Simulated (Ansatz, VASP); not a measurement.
# Two plane-wave programs on BeIr

The input INCAR:

```
  PREC = Accurate
  ENCUT = 600
  EDIFF = 1E-7
  ISMEAR = 0
  SIGMA = 0.1
  LREAL = False
  LASPH = True
  NELM = 100
  ALGO = Normal
  ISIF = 3
  LWAVE = False
  LCHARG = False
  GGA = PE
  IBRION = 2
  NSW = 90
  EDIFFG = -0.04
```

KPOINTS

```
regular mesh
0
Gamma
  8 8 8
```

The input POSCAR:

```
BeIr
1.0
    0.0000000000      2.0921684100      2.0921684100
    2.0921684100      0.0000000000      2.0921684100
    2.0921684100      2.0921684100      0.0000000000
Be Ir
1 1
Direct
    0.5000000000      0.5000000000      0.5000000000
    0.0000000000      0.0000000000      0.0000000000
```

Input for Ansatz:

```yaml
crystal:
  lattice:
    - [0.0, 2.09216841, 2.09216841]
    - [2.09216841, 0.0, 2.09216841]
    - [2.09216841, 2.09216841, 0.0]
  atoms:
    - { symbol: Be, position: [0.5, 0.5, 0.5] }
    - { symbol: Ir, position: [0.0, 0.0, 0.0] }
basis:
  ecutwfc: 420
kpoints:
  mp_grid: { grid: [8, 8, 8] }
hamiltonian:
  xc: pbe
scf:
  occupations: { method: gaussian, width: 0.1 }
  lower_state_search: "off"
output:
  forces: true
  stress: true
  eigenvalues: true
relax:
  adjacent_minimum: "off"
  f_tol: 0.04
  max_steps: 70
  cell: { stress_tol: 0.4 }
```

Change from the starting cell: species swapped into the TbS type (Fm-3m, No. 225).

Alike in both runs: task relaxation of cell and atoms; functional PBE; k mesh 8 × 8 × 8; occupations gaussian, width 0.1 eV; no spin polarisation.

|  | VASP | Ansatz |
| --- | --- | --- |
| version | VASP 6.6.1 | Ansatz 0.2.0 |
| potentials or method | VASP PAW PBE potentials, release 64 (Be, Ir), cutoff 600 eV | scalar-relativistic, plane waves, PAW |
| valence electrons in the cell | 11 | 19 |

Ansatz gave:

* gap on the k mesh at the Fermi level, each at its own relaxed structure (eV): none
* relaxed volume (Å³/atom): 11.88
* relaxed cell length with the largest relative difference (Å): 3.227

Task: What did VASP give for the same quantities?

Result: gap on the k mesh at the Fermi level, each at its own relaxed structure (eV): none; relaxed volume (Å³/atom): 11.91; relaxed cell length with the largest relative difference (Å): 3.229.

A gap of «none» marks a metal or a gap that the smearing closes. VASP's potentials hold 11 valence electrons a cell and Ansatz's 19, so a difference there can come from the potentials and not from the codes.

Neither program's run includes spin-orbit coupling. Noted on VASP's run: the volume moved by over 15 % at a fixed basis, so the end points are rough.
